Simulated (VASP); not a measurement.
A run of VASP 6.6.1 is set up as follows.

Contents of INCAR:

```
PREC     = Accurate       # precision mode
ENCUT    = 520            # plane-wave cutoff, eV
EDIFF    = 1E-6           # SCF threshold, eV
ISMEAR   = 0              # smearing method
SIGMA    = 0.1            # smearing width, eV
LREAL    = F              # projectors in reciprocal space
LASPH    = T              # aspherical terms in the spheres
NELM     = 60             # most SCF steps
ALGO     = Fast           # electronic algorithm
ISIF     = 2              # what is computed and relaxed
LWAVE    = F              # write WAVECAR
LCHARG   = F              # write CHGCAR
GGA      = PE             # functional
NBANDS   = 35             # bands
```

The input KPOINTS:

```
regular mesh
0
Gamma
  3 3 4
```

POSCAR

```
AlGa3Sb2
1.0
    5.9959980700      0.0000000000      0.0000000000
   -2.9979990400      5.1926866500      0.0000000000
    0.0000000000      0.0000000000      4.5693545800
Al Ga Sb
1 3 2
Direct
    0.0000000000      0.0000000000      0.0000000000
    0.3333333300      0.6666666700      0.0000000000
    0.6666666700      0.3333333300      0.0000000000
    0.0000000000      0.0000000000      0.5000000000
    0.3333333300      0.6666666700      0.5000000000
    0.6666666700      0.3333333300      0.5000000000
```

Potentials or basis: VASP PAW PBE potentials, release 64 (Al, Ga_d, Sb).

Command:

```console
$ cat potpaw_PBE.64/Al/POTCAR potpaw_PBE.64/Ga_d/POTCAR potpaw_PBE.64/Sb/POTCAR > POTCAR
$ mpirun -np 1 vasp_std > vasp.out
```

Task: Estimate the pressure.

Result: 12.7 GPa.

Task: Estimate the band gap on the k mesh.

Result: Zero (band 26 reaches 6.46 eV, above the bottom of band 27 at 4.99 eV).

Stress tensor (GPa, compression positive):
```
-3.67  0.00  0.00
 0.00 -3.67  0.00
 0.00  0.00 45.34
```

Caveat: the k points lie up to 0.40 Å⁻¹ apart; spin-orbit coupling is left out, which moves the levels of the heavy elements.
